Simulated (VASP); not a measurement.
# GaAs (qq12) (F-43m) in VASP: vibrations by perturbation theory with LDA

Aim: the vibrations by perturbation theory of GaAs (qq12) with LDA.

Everything below comes from runs of VASP 6.6.1. Logs are shortened: lines on timing, memory, paths and dates and some standing lists are left out, and cuts for length are marked.

## 1. The cell of the first run

It takes space group F-43m (No. 216, cubic). Conventional cell: a = 5.603 Å, b = 5.603 Å, c = 5.603 Å, α = 90.00°, β = 90.00°, γ = 90.00°. Ga (site symmetry -43m) has 4 As at 2.43 Å within 3.2 Å. Within 3.2 Å of As (site symmetry -43m) lie 4 Ga at 2.43 Å.

## 2. Vibrations by perturbation theory, LDA

Input file INCAR:

```
SYSTEM = GaAs
PREC = Accurate ; ENCUT = 520
EDIFF = 1E-8 ; ISMEAR = 0
SIGMA = 0.01 ; LREAL = .FALSE.
LASPH = .TRUE. ; NELM = 60
ALGO = Normal ; ISIF = 2
LWAVE = .FALSE. ; LCHARG = .FALSE.
GGA = CA ; NBANDS = 16
IBRION = 8 ; NSW = 1
```

Input file KPOINTS:

```
Automatic mesh
0
G
  12 12 12
  0 0 0
```

Input file POSCAR:

```
GaAs
1.0
    0.0000000000      2.8015691414      2.8015691414
    2.8015691414      0.0000000000      2.8015691414
    2.8015691414      2.8015691414      0.0000000000
Ga As
1 1
Direct
    0.0000000000      0.0000000000      0.0000000000
    0.7500000000      0.7500000000      0.7500000000
```

Potentials or basis: VASP PAW LDA potentials, release 64 (Ga_d, As).

Launch:

```
$ cat potpaw_LDA.64/Ga_d/POTCAR potpaw_LDA.64/As/POTCAR > POTCAR
$ mpirun -np 1 vasp_std > vasp.out
```

OUTCAR:

```text
SYSTEM = GaAs
   PREC = Accurate
   ENCUT = 520
   EDIFF = 1E-8
   ISMEAR = 0
   LREAL = .FALSE.
   LASPH = .TRUE.
   NELM = 60
   ISIF = 2
   GGA = CA
   IBRION = 8
   NSW = 1

 ion  position               nearest neighbor table
   1  0.000  0.000  0.000-   2 2.43   2 2.43   2 2.43   2 2.43
   2  0.750  0.750  0.750-   1 2.43   1 2.43   1 2.43   1 2.43

  LATTYP: Found a face centered cubic cell.
 ALAT       =     5.6031382828

  Lattice vectors:

 A1 = (   0.0000000000,   2.8015691414,   2.8015691414)
 A2 = (   2.8015691414,   0.0000000000,   2.8015691414)
 A3 = (   2.8015691414,   2.8015691414,   0.0000000000)

Analysis of symmetry for initial positions (statically):
=====================================================================
 Subroutine PRICEL returns:
 Original cell was already a primitive cell.

 Routine SETGRP: Setting up the symmetry group for a
 face centered cubic supercell.

 Subroutine GETGRP returns: Found 24 space group operations
 (whereof 24 operations were pure point group operations)
 out of a pool of 48 trial point group operations.

The static configuration has the point symmetry T_d .

Analysis of symmetry for dynamics (positions and initial velocities):
=====================================================================
 Subroutine PRICEL returns:
 Original cell was already a primitive cell.

 Routine SETGRP: Setting up the symmetry group for a
 face centered cubic supercell.

 Subroutine GETGRP returns: Found 24 space group operations
 (whereof 24 operations were pure point group operations)
 out of a pool of 48 trial point group operations.

The dynamic configuration has the point symmetry T_d .

 Subroutine INISYM returns: Found 24 space group operations
 (whereof 24 operations are pure point group operations),
 and found     1 'primitive' translations

----------------------------------------------------------------------------------------

[... 617 lines left out ...]

 VOLUME and BASIS-vectors are now :
 -----------------------------------------------------------------------------
  energy-cutoff  :      520.00
  volume of cell :       43.98
      direct lattice vectors                 reciprocal lattice vectors
     0.000000000  2.801569141  2.801569141    -0.178471412  0.178471412  0.178471412
     2.801569141  0.000000000  2.801569141     0.178471412 -0.178471412  0.178471412
     2.801569141  2.801569141  0.000000000     0.178471412  0.178471412 -0.178471412

 POSITION                                       TOTAL-FORCE (eV/Angst)
 -----------------------------------------------------------------------------------
      0.00000      0.00000      0.00000         0.000000      0.000000     -0.000000
      4.20235      4.20235      4.20235        -0.000000     -0.000000      0.000000
 -----------------------------------------------------------------------------------
    total drift:                                0.000001      0.000001      0.000000

  FREE ENERGIE OF THE ION-ELECTRON SYSTEM (eV)
  ---------------------------------------------------
  free  energy   TOTEN  =        -9.6420138202 eV

  energy  without entropy=       -9.6420138202  energy(sigma->0) =       -9.64201382

[... ionic steps 2 to 3 ...]

--------------------------------------- Ionic step        4  -------------------------------------------

------------------------ aborting loop because EDIFF is reached ----------------------------------------

[... ionic steps 5 to 6 ...]

--------------------------------------- Ionic step        7  -------------------------------------------

 Free energy of the ion-electron system (eV)
  ---------------------------------------------------
  ---------------------------------------------------
  free energy    TOTEN  =        -0.04452865 eV

  energy without entropy =       -0.04452865

------------------------ aborting loop because EDIFF is reached ----------------------------------------

 INTERNAL STRAIN TENSOR  FOR ION    2  DIRECTION 1   (eV/Angst):
 -----------------------------------------------------------------------------
    -0.00547  0.00000  0.00000
     0.00000  0.00409  7.45732
     0.00000  7.45732  0.00409

 INTERNAL STRAIN TENSOR FOR ION    2 for displacements in x,y,z  (eV/Angst):
          X           Y           Z          XY          YZ          ZX
  --------------------------------------------------------------------------------
  x    -0.00000     0.00000     0.00000     0.00000     7.45732     0.00000
  y     0.00000     0.00000     0.00000     0.00000     0.00000     7.45732
  z     0.00000     0.00000    -0.00000     7.45732     0.00000     0.00000

 SECOND DERIVATIVES (NOT SYMMETRIZED)
 ------------------------------------
               1X          1Y          1Z          2X          2Y          2Z
  1X    -9.774535    0.000000    0.000000    9.774535    0.000000    0.000000
  1Y     0.000000   -9.774535    0.000000    0.000000    9.774535    0.000000
  1Z     0.000000    0.000000   -9.774535    0.000000    0.000000    9.774535
  2X     9.718617    0.000000    0.000000   -9.718617    0.000000    0.000000
  2Y     0.000000    9.718617    0.000000    0.000000   -9.718617    0.000000
  2Z     0.000000    0.000000    9.718617    0.000000    0.000000   -9.718617

 Eigenvectors and eigenvalues of the dynamical matrix
 ----------------------------------------------------

   1 f  =    8.121918 THz    51.031514 2PiTHz  270.918015 cm-1    33.589538 meV
             X         Y         Z           dx          dy          dz
      0.000000  0.000000  0.000000     0.000000    0.720697    0.000000
      4.202354  4.202354  4.202354     0.000000   -0.693250    0.000000
[... 21 lines left out ...]
   6 f/i=    0.011640 THz     0.073139 2PiTHz    0.388284 cm-1     0.048141 meV
             X         Y         Z           dx          dy          dz
      0.000000  0.000000  0.000000     0.000000    0.000000   -0.693250
      4.202354  4.202354  4.202354     0.000000    0.000000   -0.720697

--------------------------------------------------------------------------------------------------------

 ELASTIC MODULI CONTR FROM IONIC RELAXATION (kBar)
 Direction    XX          YY          ZZ          XY          YZ          ZX
 --------------------------------------------------------------------------------
 XX          -0.0000      0.0000      0.0000     -0.0000      0.0000     -0.0000
 YY           0.0000     -0.0000     -0.0000     -0.0000     -0.0000     -0.0000
 ZZ           0.0000     -0.0000     -0.0000      0.0000     -0.0000     -0.0000
 XY          -0.0000     -0.0000      0.0000   -206.0692     -0.0000      0.0000
 YZ           0.0000     -0.0000     -0.0000     -0.0000   -206.0692      0.0000
 ZX          -0.0000     -0.0000     -0.0000      0.0000      0.0000   -206.0692
 --------------------------------------------------------------------------------
```

stdout:

```text
POSCAR found type information on POSCAR GaAs
 POSCAR found :  2 types and       2 ions
 scaLAPACK will be used
 LDA part: xc-table for (Slater(with rela. corr.)+CA(PZ))
 , standard interpolation
 POSCAR, INCAR and KPOINTS ok, starting setup
 FFT: planning ... GRIDC
 FFT: planning ... GRID_SOFT
 FFT: planning ... GRID
 WAVECAR not read
 entering main loop
 Linear response reoptimize wavefunctions to high precision
 Linear response DOF=           2
 Linear response progress:
 first order change of Fermi-energy   0.72835E-04
 force on displaced ion       1 direction 1 :  -9.775  -0.000  -0.000
 Linear response progress:
 first order change of Fermi-energy  -0.26005E-04
 force on displaced ion       2 direction 1 :  -9.719  -0.000  -0.000
 Linear response finished
```

Run time: 11 min. Hardware: 1 thread of Intel Xeon Platinum 8259CL at 2.50GHz (Skylake/Cascade Lake), shared host; peak memory 0.52 GiB.

What came out:

- Highest phonon frequency at Γ, LO-TO splitting left out: 271 cm⁻¹

Phonon frequencies in cm⁻¹ (negative: imaginary):
```tsv
q point	frequencies
(0.000, 0.000, 0.000)	0 0 0 271 271 271
```
